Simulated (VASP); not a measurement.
# Bi (Im-3m) in VASP: notebook

Bi is run at these levels: r2SCAN+rVV10; tasks: single point, relaxation of cell and atoms.

Program: VASP 6.6.1. These are calculated values, not measurements. Logs are shortened: lines on timing, memory, paths and dates and some standing lists are left out, and cuts for length are marked.

## (1) The cell of the first run

Symmetry: Im-3m, No. 229, cubic system. Conventional cell: a = 3.775 Å, b = 3.775 Å, c = 3.775 Å, α = 90.00°, β = 90.00°, γ = 90.00°. Within 4.3 Å of Bi (site symmetry m-3m) lie 14 Bi at 3.27 to 3.78 Å.

## (2) Single point, r2SCAN+rVV10

POSCAR reads:

```
Bi
1.0
   -1.8877400186      1.8877400186      1.8877400186
    1.8877400186     -1.8877400186      1.8877400186
    1.8877400186      1.8877400186     -1.8877400186
Bi
1
Direct
    0.0000000000      0.0000000000      0.0000000000
```

INCAR.step1 reads:

```
PREC = Accurate ; ENCUT = 520
ISMEAR = 0 ; SIGMA = 0.1
LREAL = F ; LASPH = T
NELM = 100 ; NBANDS = 14
GGA = PE ; ALGO = Normal
EDIFF = 1E-4 ; LWAVE = T
LCHARG = F
```

INCAR.step2 reads:

```
PREC = Accurate ; ENCUT = 520
EDIFF = 1E-6 ; ISMEAR = 0
SIGMA = 0.1 ; LREAL = F
LASPH = T ; NELM = 100
ALGO = Normal ; ISIF = 2
LWAVE = F ; LCHARG = F
METAGGA = R2SCAN ; LMIXTAU = T
LUSE_VDW = T ; IVDW_NL = 2
BPARAM = 11.95 ; CPARAM = 0.0093
NBANDS = 14 ; ISTART = 1
```

KPOINTS reads:

```
regular mesh
0
Gamma
  16 16 16
```

Potentials or basis: VASP PAW PBE potentials, release 64 (Bi_d).

Command:

```bash
$ cat potpaw_PBE.64/Bi_d/POTCAR > POTCAR
$ cp INCAR.step1 INCAR
$ mpirun -np 1 vasp_std > vasp.out
$ cp INCAR.step2 INCAR
$ mpirun -np 1 vasp_std > vasp.out
```

OUTCAR:

```text
PREC = Accurate
   ENCUT = 520
   EDIFF = 1E-6
   ISMEAR = 0
   LREAL = F
   LASPH = T
   NELM = 100
   ISIF = 2
   METAGGA = R2SCAN
   IVDW_NL = 2
   BPARAM = 11.95
   ISTART = 1

 ion  position               nearest neighbor table
   1  0.000  0.000  0.000-

  LATTYP: Found a body centered cubic cell.
 ALAT       =     3.7754800372

  Lattice vectors:

 A1 = (  -1.8877400186,   1.8877400186,   1.8877400186)
 A2 = (   1.8877400186,  -1.8877400186,   1.8877400186)
 A3 = (   1.8877400186,   1.8877400186,  -1.8877400186)

Analysis of symmetry for initial positions (statically):
=====================================================================
 Subroutine PRICEL returns:
 Original cell was already a primitive cell.

 Routine SETGRP: Setting up the symmetry group for a
 body centered cubic supercell.

 Subroutine GETGRP returns: Found 48 space group operations
 (whereof 48 operations were pure point group operations)
 out of a pool of 48 trial point group operations.

The static configuration has the point symmetry O_h .

Analysis of symmetry for dynamics (positions and initial velocities):
=====================================================================
 Subroutine PRICEL returns:
 Original cell was already a primitive cell.

 Routine SETGRP: Setting up the symmetry group for a
 body centered cubic supercell.

 Subroutine GETGRP returns: Found 48 space group operations
 (whereof 48 operations were pure point group operations)
 out of a pool of 48 trial point group operations.

The dynamic configuration has the point symmetry O_h .

 Subroutine INISYM returns: Found 48 space group operations
 (whereof 48 operations are pure point group operations),
 and found     1 'primitive' translations

----------------------------------------------------------------------------------------

                                     Primitive cell

  volume of cell :      26.9083

  direct lattice vectors                    reciprocal lattice vectors
    -1.887740019  1.887740019  1.887740019     0.000000000  0.264866981  0.264866981
     1.887740019 -1.887740019  1.887740019     0.264866981  0.000000000  0.264866981
     1.887740019  1.887740019 -1.887740019     0.264866981  0.264866981  0.000000000

  length of vectors
     3.269661624  3.269661624  3.269661624     0.374578477  0.374578477  0.374578477

  position of ions in fractional coordinates (direct lattice)
     0.000000000  0.000000000  0.000000000

  ion indices of the primitive-cell ions
   primitive index   ion index
                 1           1

----------------------------------------------------------------------------------------

 KPOINTS: regular mesh

Automatic generation of k-mesh.
 Grid dimensions read from file:
 generate k-points for:   16   16   16

 Generating k-lattice:

  Cartesian coordinates                     Fractional coordinates (reciprocal lattice)
     0.000000000  0.016554186  0.016554186     0.062500000  0.000000000  0.000000000
     0.016554186  0.000000000  0.016554186     0.000000000  0.062500000  0.000000000
     0.016554186  0.016554186  0.000000000     0.000000000  0.000000000  0.062500000

  Length of vectors
     0.023411155  0.023411155  0.023411155

  Shift w.r.t. Gamma in fractional coordinates (k-lattice)
     0.000000000  0.000000000  0.000000000

 Subroutine IBZKPT returns following result:
 ===========================================

 Found    145 irreducible k-points:

 Following reciprocal coordinates:
            Coordinates               Weight
  0.000000  0.000000  0.000000      1.000000
  0.062500  0.000000  0.000000     12.000000
  0.125000  0.000000  0.000000     12.000000
  0.187500  0.000000  0.000000     12.000000
  0.250000  0.000000  0.000000     12.000000
  0.312500  0.000000  0.000000     12.000000
[... 16 lines left out ...]
  0.187500  0.187500  0.000000     24.000000
  0.250000  0.187500  0.000000     48.000000
 [... further k-points ...]
   k-points           NKPTS =    145   k-points in BZ     NKDIM =    145   number of bands    NBANDS=     14
   number of dos      NEDOS =    301   number of ions     NIONS =      1
   total plane-waves  NPLWV =  13824
   dimension x,y,z NGX =    24 NGY =   24 NGZ =   24
   dimension x,y,z NGXF=    48 NGYF=   48 NGZF=   48
   ions per type =               1
   NGX,Y,Z   is equivalent  to a cutoff of  12.20, 12.20, 12.20 a.u.
   NGXF,Y,Z  is equivalent  to a cutoff of  24.41, 24.41, 24.41 a.u.
 SYSTEM =  unknown system
   PREC   = accura    normal or accurate (medium, high low for compatibility)
   ISTART =      1    job   : 0-new  1-cont  2-samecut
   ICHARG =      0    charge: 1-file 2-atom 10-const
   ISPIN  =      1    spin polarized calculation?
   LNONCOLLINEAR =      F non collinear calculations
   LSORBIT =      F    spin-orbit coupling
   LASPH  =      T    aspherical Exc in radial PAW
   ENCUT  =  520.0 eV  38.22 Ry    6.18 a.u.   6.08  6.08  6.08*2*pi/ulx,y,z
   NELM   =    100;   NELMIN=  2; NELMDL=  0     # of ELM steps
   EDIFF  = 0.1E-05   stopping-criterion for ELM
   LREAL  =      F    real-space projection
   EDIFFG = 0.1E-04   stopping-criterion for IOM
   NSW    =      0    number of steps for IOM
   IBRION =     -1    ionic relax: 0-MD 1-quasi-New 2-CG
   NFREE  =      0    steps in history (QN), initial steepest desc. (CG)
   ISIF   =      2    stress and relaxation
   ISYM   =      2    0-nonsym 1-usesym 2-fastsym
   POTIM  = 0.5000    time-step for ionic-motion
   TEBEG  =    0.0;   TEEND  =   0.0 temperature during run
   PSTRESS=    0.0 pullay stress
   NELECT =      15.0000    total number of electrons
   NUPDOWN=      -1.0000    fix difference up-down
   EMIN   =  10.00;   EMAX   =-10.00  energy-range for DOS
   EFERMI =   0.00;   METHOD = LEGACY
   ISMEAR =     0;   SIGMA  =   0.10  broadening in eV -4-tet -1-fermi 0-gaus
   EFERMI_NEDOS =   21; number of points for ismear=-14 and -15
   IALGO  =     38    algorithm
   IMIX   =      4    mixing-type and parameters
     AMIX     =   0.40;   BMIX     =  1.00
     AMIX_MAG =   1.60;   BMIX_MAG =  1.00
  volume/ion in A,a.u.               =      26.91       181.59
  Fermi-wavevector in a.u.,A,eV,Ry     =   1.347338  2.546099 24.698906  1.815318
  Thomas-Fermi vector in A             =   2.475096
   LORBIT       =      0    0 simple, 1 ext, 2 COOP (PROOUT), +10 PAW based schemes
   METAGGA = R2SCAN    functional components
   LHFCALC =     F    Hartree Fock is set to
   AEXX    =    0.0000 exact exchange contribution
   IVDW_NL    =     2    kernel type
   BPARAM     =11.9500
   IVDW    =     0    specifies the selected vdW correction
   LEPSILON=     F    determine dielectric tensor
   LRPA    =     F    only Hartree local field effects (RPA)
 non-spin polarized calculation
 Gauss-broadening in eV      SIGMA  =   0.10
  energy-cutoff  :      520.00
  volume of cell :       26.91
 maximum number of plane-waves:       736
   NGX = 13   NGY = 13   NGZ = 13

 number of electron      14.9999997 magnetization

 Free energy of the ion-electron system (eV)
  ---------------------------------------------------
  ext. energy  EPLUGINS =         0.00000000
  ---------------------------------------------------
  free energy    TOTEN  =       -57.79662512 eV

  energy without entropy =      -57.79458473  energy(sigma->0) =      -57.79560493

 E-fermi :   9.7466     XC(G=0): -11.9023

 val. band max:        9.7224299560   @ k =  -0.2500   0.3750   0.1250
 cond. band min:       9.7536023851   @ k =   0.3125   0.1250   0.0625
 fundamental gap:      0.0311724291
 Fermi energy:         9.7465687173

 k-point     1 :       0.0000    0.0000    0.0000
  band No.  band energies     occupation
      1     -14.1132      2.00000
      2     -14.1132      2.00000
      3     -14.1132      2.00000
      4     -13.8858      2.00000
      5     -13.8858      2.00000
      6      -5.5141      2.00000
      7      16.3196      0.00000
      8      16.3196      0.00000
      9      16.3196      0.00000
     10      21.0114      0.00000
     11      21.0114      0.00000
     12      21.0114      0.00000
     13      22.0303      0.00000
     14      22.9663      0.00000

 k-point     2 :       0.0625    0.0000    0.0000
  band No.  band energies     occupation
      1     -14.1160      2.00000
      2     -14.1089      2.00000
      3     -14.0997      2.00000
      4     -13.8891      2.00000
      5     -13.8864      2.00000
      6      -5.4247      2.00000
      7      15.4065      0.00000
      8      16.0038      0.00000
      9      16.2210      0.00000
     10      20.3288      0.00000
     11      20.6718      0.00000
     12      20.9120      0.00000
     13      22.5417      0.00000
     14      23.3659      0.00000

 k-point     3 :       0.1250    0.0000    0.0000
  band No.  band energies     occupation
      1     -14.1241      2.00000
      2     -14.0976      2.00000
      3     -14.0607      2.00000
      4     -13.8979      2.00000
      5     -13.8878      2.00000
      6      -5.1569      2.00000
      7      13.4752      0.00000
      8      15.2439      0.00000
      9      15.9325      0.00000
     10      19.3843      0.00000
     11      20.0692      0.00000
     12      20.8338      0.00000
     13      23.0906      0.00000
     14      24.3751      0.00000
[... 324 lines left out ...]
 k-point    23 :       0.1875    0.1875    0.0000
  band No.  band energies     occupation
      1     -14.1361      2.00000
      2     -14.0647      2.00000
      3     -13.9259      2.00000
      4     -13.9053      2.00000
      5     -13.8641      2.00000
      6      -3.1754      2.00000
      7       7.7050      2.00000
      8      10.6075      0.00000
      9      13.6954      0.00000
     10      19.1586      0.00000
     11      19.9021      0.00000
     12      22.7462      0.00000
     13      24.3287      0.00000
     14      26.0451      0.00000

 k-point    24 :       0.2500    0.1875    0.0000
  band No.  band energies     occupation
      1     -14.1409      2.00000
      2     -14.0504      2.00000
      3     -13.9222      2.00000
      4     -13.9102      2.00000
      5     -13.8292      2.00000
      6      -2.4002      2.00000
      7       6.3793      2.00000
      8       9.5484      1.99492
      9      13.2699      0.00000
     10      19.0126      0.00000
     11      20.4005      0.00000
     12      22.9700      0.00000
     13      25.5896      0.00000
     14      25.6263      0.00000

 [... further k-points ...]

------------------------ aborting loop because EDIFF is reached ----------------------------------------

  FORCE on cell =-STRESS in cart. coord.  units (eV):
  Direction    XX          YY          ZZ          XY          YZ          ZX
  --------------------------------------------------------------------------------------
  -------------------------------------------------------------------------------------
  Total        1.7374355      1.7374355      1.7374355     -0.0000000      0.0000000      0.0000000
  in kB      103.4505344    103.4505344    103.4505344     -0.0000000      0.0000000      0.0000000
  external PRESSURE =     103.4505344 kB  Pullay stress =       0.0000000 kB

 VOLUME and BASIS-vectors are now :
 -----------------------------------------------------------------------------
  energy-cutoff  :      520.00
  volume of cell :       26.91
      direct lattice vectors                 reciprocal lattice vectors
    -1.887740019  1.887740019  1.887740019     0.000000000  0.264866981  0.264866981
     1.887740019 -1.887740019  1.887740019     0.264866981  0.000000000  0.264866981
     1.887740019  1.887740019 -1.887740019     0.264866981  0.264866981  0.000000000

 POSITION                                       TOTAL-FORCE (eV/Angst)
 -----------------------------------------------------------------------------------
      0.00000      0.00000      0.00000        -0.000000     -0.000000      0.000000
 -----------------------------------------------------------------------------------
    total drift:                               -0.000000      0.000000      0.000000

  FREE ENERGIE OF THE ION-ELECTRON SYSTEM (eV)
  ---------------------------------------------------
  free  energy   TOTEN  =       -57.7966251245 eV

  energy  without entropy=      -57.7945847338  energy(sigma->0) =      -57.79560493
```

Run time: 3.3 min. Hardware: 1 thread of AMD EPYC 7R43 (Zen 3), shared host; peak memory 0.22 GiB.

What came out:

```
Free energy : -57.7966 eV
Pressure    : 10.3 GPa
```

Levels at points of the mesh, in eV from the Fermi level:
```csv
k point,band 5,band 6,band 7,band 8,band 9,band 10
"(0.00, 0.00, 0.00)",-23.63,-15.26,6.57,6.57,6.57,11.26
"(0.50, 0.00, 0.00)",-23.49,-11.06,-6.24,1.90,4.16,7.17
"(0.50, 0.50, 0.50)",-23.52,-7.97,-2.32,-2.32,-2.32,3.85
```

Caveat: the PAW data sets were made with another functional, which shifts forces and pressure a little; spin-orbit coupling is left out, which moves the levels of the heavy elements.

## (3) Relaxation of cell and atoms, r2SCAN+rVV10, target pressure 10.1 GPa, at which the enthalpy is minimised

POSCAR is that of step 2.

INCAR.step1 reads:

```
SYSTEM = Bi
ALGO = Normal
EDIFF = 1E-4
ENCUT = 600
GGA = PE
ISMEAR = 0
LASPH = .True.
LCHARG = .False.
LREAL = .False.
LWAVE = .True.
NELM = 100
PREC = Accurate
SIGMA = 0.1
```

INCAR.step2 reads:

```
SYSTEM = Bi
ALGO = Normal
BPARAM = 11.95
CPARAM = 0.0093
EDIFF = 1E-6
EDIFFG = -0.002
ENCUT = 600
IBRION = 2
ISIF = 3
ISMEAR = 0
ISTART = 1
IVDW_NL = 2
LASPH = .True.
LCHARG = .False.
LMIXTAU = .True.
LREAL = .False.
LUSE_VDW = .True.
LWAVE = .False.
METAGGA = R2SCAN
NELM = 100
NSW = 100
PREC = Accurate
PSTRESS = 101.0
SIGMA = 0.1
```

KPOINTS reads:

```
k-points
0
Gamma
  16 16 16
  0 0 0
```

Potentials or basis: VASP PAW PBE potentials, release 64 (Bi_d).

Command:

```bash
$ cat potpaw_PBE.64/Bi_d/POTCAR > POTCAR
$ cp INCAR.step1 INCAR
$ mpirun -np 1 vasp_std > vasp.out
$ cp INCAR.step2 INCAR
$ mpirun -np 1 vasp_std > vasp.out
```

Wall time 12 min (1 thread of AMD EPYC 7R43 (Zen 3), shared host); peak memory 0.28 GiB.

The run converged. Its results:

- Free energy: -57.8020 eV
- Relaxed volume: 26.99 Å³/atom
- Relaxed cell: a = 3.273 Å, b = 3.273 Å, c = 3.273 Å, α = 109.47°, β = 109.47°, γ = 109.47°
- Space group after relaxing (to 0.05 Å): Im-3m (No. 229)
- Energy change on relaxing (the enthalpy is what falls): -5.3 meV/atom
- Ionic steps: 4
- Pressure after relaxing: 10.1 GPa

Step by step:
| step | energy change (eV) | largest force (eV/Å) | pressure (GPa) | volume (Å³) |
| --- | --- | --- | --- | --- |
| 1 | 0.0000 | 0.0000 | 10.40 | 26.91 |
| 2 | -0.0122 | 0.0000 | 9.65 | 27.10 |
| 3 | -0.0051 | 0.0000 | 10.11 | 26.99 |
| 4 | -0.0053 | 0.0000 | 10.10 | 26.99 |

Final structure:
```yaml
crystal:
  lattice:
    - [-1.88968, 1.88968, 1.88968]
    - [1.88968, -1.88968, 1.88968]
    - [1.88968, 1.88968, -1.88968]
  atoms:
    - { symbol: Bi, position: [0.00000, 0.00000, 0.00000] }
```

Levels at points of the mesh, in eV from the Fermi level:
```tsv
k point	band 5	band 6	band 7	band 8	band 9	band 10
(0.00, 0.00, 0.00)	-23.63	-15.23	6.54	6.54	6.54	11.26
(0.50, 0.00, 0.00)	-23.49	-11.05	-6.22	1.89	4.16	7.15
(0.50, 0.50, 0.50)	-23.52	-7.98	-2.31	-2.31	-2.31	3.85
```

Caveat: the cell is relaxed towards a set pressure, so the enthalpy falls and the energy may rise; the PAW data sets were made with another functional, which shifts forces and pressure a little; spin-orbit coupling is left out, which moves the levels of the heavy elements.

(Continued in part 2 of 2.)
